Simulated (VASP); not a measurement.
Runs of VASP 6.6.1 on Al. The structure is that of space group Fm-3m (No. 225), or close to it. The cells are those of the table. 

| cell | further INCAR settings | gap on the mesh (eV) | pressure (GPa) |
| --- | --- | --- | --- |
| a = 2.863, b = 2.863, c = 2.970 Å, angles 58.8, 58.8, 57.5°, 1 atom | ALGO = Fast; EDIFF = 1e-07; NBANDS = 8 | none | (a) |
| a = 2.862, b = 2.862, c = 2.898 Å, angles 59.6, 59.6, 59.2°, 1 atom | ALGO = Fast; EDIFF = 1e-07; NBANDS = 8 | none | -1.8 |
| a = 2.863, b = 2.863, c = 2.952 Å, angles 59.0, 59.0, 57.9°, 1 atom | ALGO = Fast; EDIFF = 1e-06; NBANDS = 8 | none | -1.5 |
| a = 2.862, b = 2.862, c = 2.880 Å, angles 59.8, 59.8, 59.6°, 1 atom | ALGO = Fast; EDIFF = 1e-06; NBANDS = 8 | none | -1.8 |
| a = 2.863, b = 2.863, c = 2.791 Å, angles 60.8, 60.8, 61.7°, 1 atom | ALGO = Fast; EDIFF = 1e-06; NBANDS = 8 | none | -1.6 |
| a = 2.863, b = 2.863, c = 2.916 Å, angles 59.4, 59.4, 58.8°, 1 atom | ALGO = Fast; EDIFF = 1e-06; NBANDS = 8 | none | -1.7 |

Alike in all rows: task single point; level PBEsol; potentials or basis VASP PAW PBE potentials, release 64 (Al); no spin polarisation; k mesh 20 × 20 × 20; cutoff (eV) 520; smearing gaussian 0.15 eV.

Problem. Fill in the values left out.

Solution. (a) -1.3.

Caveats: the PAW data sets were made with another functional, which shifts forces and pressure a little.

A gap of «none» marks levels without a gap at the run's occupations.
